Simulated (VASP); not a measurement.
# InSb (F-43m) in VASP: further runs, part 2 of 2

VASP 6.6.1. The steps go on from the part before.

### Step 4. Electric field gradients, PBEsol (volume scaled by 1.06)

Contents of INCAR:

```
SYSTEM = InSb
PREC = Accurate
ENCUT = 520
EDIFF = 1E-8
ISMEAR = -1
SIGMA = 0.05
LREAL = .FALSE.
LASPH = .TRUE.
NELM = 100
ALGO = Normal
ISIF = 2
LWAVE = .FALSE.
LCHARG = .FALSE.
GGA = PS
LEFG = .TRUE.
NBANDS = 16
```

Contents of KPOINTS:

```
Automatic mesh
0
G
  9 9 9
  0 0 0
```

Contents of POSCAR:

```
InSb
1.0
    0.0000000000      3.3026278931      3.3026278931
    3.3026278931      0.0000000000      3.3026278931
    3.3026278931      3.3026278931      0.0000000000
In Sb
1 1
Direct
    0.0000000000      0.0000000000      0.0000000000
    0.7500000000      0.7500000000      0.7500000000
```

Potentials or basis: VASP PAW PBE potentials, release 64 (In_d, Sb).

On the command line:

```
> cat potpaw_PBE.64/In_d/POTCAR potpaw_PBE.64/Sb/POTCAR > POTCAR
> mpirun -np 1 vasp_std > vasp.out
```

OUTCAR:

```text
SYSTEM = InSb
   PREC = Accurate
   ENCUT = 520
   EDIFF = 1E-8
   ISMEAR = -1
   LREAL = .FALSE.
   LASPH = .TRUE.
   NELM = 100
   ISIF = 2
   GGA = PS

 ion  position               nearest neighbor table
   1  0.000  0.000  0.000-   2 2.86   2 2.86   2 2.86   2 2.86
   2  0.750  0.750  0.750-   1 2.86   1 2.86   1 2.86   1 2.86

  LATTYP: Found a face centered cubic cell.
 ALAT       =     6.6052557862

  Lattice vectors:

 A1 = (   0.0000000000,   3.3026278931,   3.3026278931)
 A2 = (   3.3026278931,   0.0000000000,   3.3026278931)
 A3 = (   3.3026278931,   3.3026278931,   0.0000000000)

Analysis of symmetry for initial positions (statically):
=====================================================================
 Subroutine PRICEL returns:
 Original cell was already a primitive cell.

 Routine SETGRP: Setting up the symmetry group for a
 face centered cubic supercell.

 Subroutine GETGRP returns: Found 24 space group operations
 (whereof 24 operations were pure point group operations)
 out of a pool of 48 trial point group operations.

The static configuration has the point symmetry T_d .

Analysis of symmetry for dynamics (positions and initial velocities):
=====================================================================
 Subroutine PRICEL returns:
 Original cell was already a primitive cell.

 Routine SETGRP: Setting up the symmetry group for a
 face centered cubic supercell.

 Subroutine GETGRP returns: Found 24 space group operations
 (whereof 24 operations were pure point group operations)
 out of a pool of 48 trial point group operations.

The dynamic configuration has the point symmetry T_d .

 Subroutine INISYM returns: Found 24 space group operations
 (whereof 24 operations are pure point group operations),
[... 148 lines left out ...]
 Fermi energy:         4.4309032735

 k-point     1 :       0.0000    0.0000    0.0000
  band No.  band energies     occupation
      1     -10.0551      2.00000
      2     -10.0551      2.00000
      3     -10.0551      2.00000
      4      -9.9838      2.00000
      5      -9.9838      2.00000
      6      -6.0236      2.00000
[... 433 lines left out ...]
      3     -10.0204      2.00000
      4      -9.9987      2.00000
      5      -9.9764      2.00000
      6      -4.3479      2.00000
[... 8 lines left out ...]
     15      14.3131      0.00000
     16      14.6190      0.00000

 [... further k-points ...]
[... 5 lines left out ...]
  --------------------------------------------------------------------------------------
  -------------------------------------------------------------------------------------
  Total       -0.6825460     -0.6825460     -0.6825460     -0.0000000     -0.0000000      0.0000000
  in kB      -15.1786647    -15.1786647    -15.1786647     -0.0000000     -0.0000000      0.0000000
  external PRESSURE =     -15.1786647 kB  Pullay stress =       0.0000000 kB

 VOLUME and BASIS-vectors are now :
 -----------------------------------------------------------------------------
  energy-cutoff  :      520.00
  volume of cell :       72.05
      direct lattice vectors                 reciprocal lattice vectors
     0.000000000  3.302627893  3.302627893    -0.151394591  0.151394591  0.151394591
     3.302627893  0.000000000  3.302627893     0.151394591 -0.151394591  0.151394591
     3.302627893  3.302627893  0.000000000     0.151394591  0.151394591 -0.151394591

 POSITION                                       TOTAL-FORCE (eV/Angst)
 -----------------------------------------------------------------------------------
      0.00000      0.00000      0.00000        -0.000000      0.000000      0.000000
      4.95394      4.95394      4.95394         0.000000     -0.000000     -0.000000
 -----------------------------------------------------------------------------------
    total drift:                                0.000000      0.000000      0.000000

  FREE ENERGIE OF THE ION-ELECTRON SYSTEM (eV)
  ---------------------------------------------------
  free  energy   TOTEN  =        -7.6855800310 eV

  energy  without entropy=       -7.6851104016  energy(sigma->0) =       -7.68534522

 Electric field gradients (V/A^2)
---------------------------------------------------------------------
 ion       V_xx      V_yy      V_zz      V_xy      V_xz      V_yz
---------------------------------------------------------------------
   1       0.000     0.000     0.000     0.002     0.002     0.002
   2       0.000    -0.000    -0.000     0.000     0.000     0.000
---------------------------------------------------------------------

 Electric field gradients after diagonalization (V/A^2)
 (convention: |V_zz| > |V_xx| > |V_yy|)
----------------------------------------------------------------------
 ion       V_xx      V_yy      V_zz     asymmetry (V_yy - V_xx)/ V_zz
----------------------------------------------------------------------
   1      -0.002    -0.002     0.005       0.000
   2      -0.000    -0.000     0.000       0.000
----------------------------------------------------------------------

           NMR quadrupolar parameters

 Cq : quadrupolar parameter    Cq=e*Q*V_zz/h
 eta: asymmetry parameters     (V_yy - V_xx)/ V_zz
 Q  : nuclear electric quadrupole moment in mb (millibarn)
----------------------------------------------------------------------
 ion       Cq(MHz)       eta       Q (mb)
----------------------------------------------------------------------
   1       0.000       0.000       1.000
   2       0.000       0.000       1.000
----------------------------------------------------------------------
```

stdout:

```text
POSCAR found type information on POSCAR InSb
 POSCAR found :  2 types and       2 ions
 scaLAPACK will be used
 -----------------------------------------------------------------------------
|                                                                             |
|                                                                             |
|     You enforced a specific xc type in the INCAR file but a different       |
|     I HOPE YOU KNOW WHAT YOU ARE DOING!                                     |
|                                                                             |
 -----------------------------------------------------------------------------

 LDA part: xc-table for (Slater+PW92), standard interpolation
 POSCAR, INCAR and KPOINTS ok, starting setup
 FFT: planning ... GRIDC
 FFT: planning ... GRID_SOFT
 FFT: planning ... GRID
 WAVECAR not read
 entering main loop
ion   1

ion   2
```

Run time: 48 s. Hardware: 1 thread of AMD EPYC 7R13 (Zen 3), shared host; peak memory 0.19 GiB.

Results:

```yaml
Free_energy: -7.6856 eV
Pressure: -1.5 GPa
Band_gap_on_the_k_mesh: zero (filled and empty bands touch)
```

Levels at points of the mesh, in eV from the Fermi level:
| k point | band 5 | band 6 | band 7 | band 8 | band 9 | band 10 | band 11 | band 12 | band 13 | band 14 |
| --- | --- | --- | --- | --- | --- | --- | --- | --- | --- | --- |
| (0.00, 0.00, 0.00) | -14.41 | -10.45 | -0.64 | -0.06 | -0.06 | -0.06 | 2.88 | 2.88 | 2.88 | 5.45 |

Caveat: without QUAD_EFG the Cq values of the log hold for a quadrupole moment of 1 mb, not for the nuclei; the PAW data sets were made with another functional, which shifts forces and pressure a little; spin-orbit coupling is left out, which moves the levels of the heavy elements.

### Step 5. Electric field gradients, PBEsol (volume scaled by 1.06)

Contents of INCAR:

```
PREC = Accurate ; ENCUT = 520
EDIFF = 1E-8 ; ISMEAR = -1
SIGMA = 0.05 ; LREAL = F
LASPH = T ; NELM = 80
ALGO = Normal ; ISIF = 2
LWAVE = F ; LCHARG = F
GGA = PS ; LEFG = T
NBANDS = 16
```

Contents of KPOINTS:

```
Automatic mesh
0
Gamma
  9 9 9
```

POSCAR is that of step 4.

Potentials or basis: VASP PAW PBE potentials, release 64 (In_d, Sb).

On the command line:

```
> cat potpaw_PBE.64/In_d/POTCAR potpaw_PBE.64/Sb/POTCAR > POTCAR
> mpirun -np 1 vasp_std > vasp.out
```

OUTCAR:

```text
PREC = Accurate
   ENCUT = 520
   EDIFF = 1E-8
   ISMEAR = -1
   LREAL = F
   LASPH = T
   NELM = 80
   ISIF = 2
   GGA = PS

 ion  position               nearest neighbor table
   1  0.000  0.000  0.000-   2 2.86   2 2.86   2 2.86   2 2.86
   2  0.750  0.750  0.750-   1 2.86   1 2.86   1 2.86   1 2.86

  LATTYP: Found a face centered cubic cell.
 ALAT       =     6.6052557862

  Lattice vectors:

 A1 = (   0.0000000000,   3.3026278931,   3.3026278931)
 A2 = (   3.3026278931,   0.0000000000,   3.3026278931)
 A3 = (   3.3026278931,   3.3026278931,   0.0000000000)

Analysis of symmetry for initial positions (statically):
=====================================================================
 Subroutine PRICEL returns:
 Original cell was already a primitive cell.

 Routine SETGRP: Setting up the symmetry group for a
 face centered cubic supercell.

[... 642 lines left out ...]
  energy-cutoff  :      520.00
  volume of cell :       72.05
      direct lattice vectors                 reciprocal lattice vectors
     0.000000000  3.302627893  3.302627893    -0.151394591  0.151394591  0.151394591
     3.302627893  0.000000000  3.302627893     0.151394591 -0.151394591  0.151394591
     3.302627893  3.302627893  0.000000000     0.151394591  0.151394591 -0.151394591

 POSITION                                       TOTAL-FORCE (eV/Angst)
 -----------------------------------------------------------------------------------
      0.00000      0.00000      0.00000        -0.000000      0.000000      0.000000
      4.95394      4.95394      4.95394         0.000000     -0.000000     -0.000000
 -----------------------------------------------------------------------------------
    total drift:                                0.000000      0.000000      0.000000

  FREE ENERGIE OF THE ION-ELECTRON SYSTEM (eV)
  ---------------------------------------------------
  free  energy   TOTEN  =        -7.6855800310 eV

  energy  without entropy=       -7.6851104016  energy(sigma->0) =       -7.68534522

 Electric field gradients (V/A^2)
---------------------------------------------------------------------
 ion       V_xx      V_yy      V_zz      V_xy      V_xz      V_yz
---------------------------------------------------------------------
   1       0.000     0.000     0.000     0.002     0.002     0.002
   2       0.000    -0.000    -0.000     0.000     0.000     0.000
---------------------------------------------------------------------

 Electric field gradients after diagonalization (V/A^2)
 (convention: |V_zz| > |V_xx| > |V_yy|)
----------------------------------------------------------------------
 ion       V_xx      V_yy      V_zz     asymmetry (V_yy - V_xx)/ V_zz
----------------------------------------------------------------------
   1      -0.002    -0.002     0.005       0.000
   2      -0.000    -0.000     0.000       0.000
----------------------------------------------------------------------

           NMR quadrupolar parameters

 Cq : quadrupolar parameter    Cq=e*Q*V_zz/h
 eta: asymmetry parameters     (V_yy - V_xx)/ V_zz
 Q  : nuclear electric quadrupole moment in mb (millibarn)
----------------------------------------------------------------------
 ion       Cq(MHz)       eta       Q (mb)
----------------------------------------------------------------------
   1       0.000       0.000       1.000
   2       0.000       0.000       1.000
----------------------------------------------------------------------
```

Run time: 49 s. Hardware: 1 thread of AMD EPYC 7R13 (Zen 3), shared host; peak memory 0.19 GiB.

What came out:

- Free energy: -7.6856 eV
- Pressure: -1.5 GPa
- Band gap on the k mesh: zero (filled and empty bands touch)

Levels at points of the mesh, in eV from the Fermi level:
```csv
k point,band 5,band 6,band 7,band 8,band 9,band 10,band 11,band 12,band 13,band 14
"(0.00, 0.00, 0.00)",-14.41,-10.45,-0.64,-0.06,-0.06,-0.06,2.88,2.88,2.88,5.45
```

Caveat: without QUAD_EFG the Cq values of the log hold for a quadrupole moment of 1 mb, not for the nuclei; the PAW data sets were made with another functional, which shifts forces and pressure a little; spin-orbit coupling is left out, which moves the levels of the heavy elements.
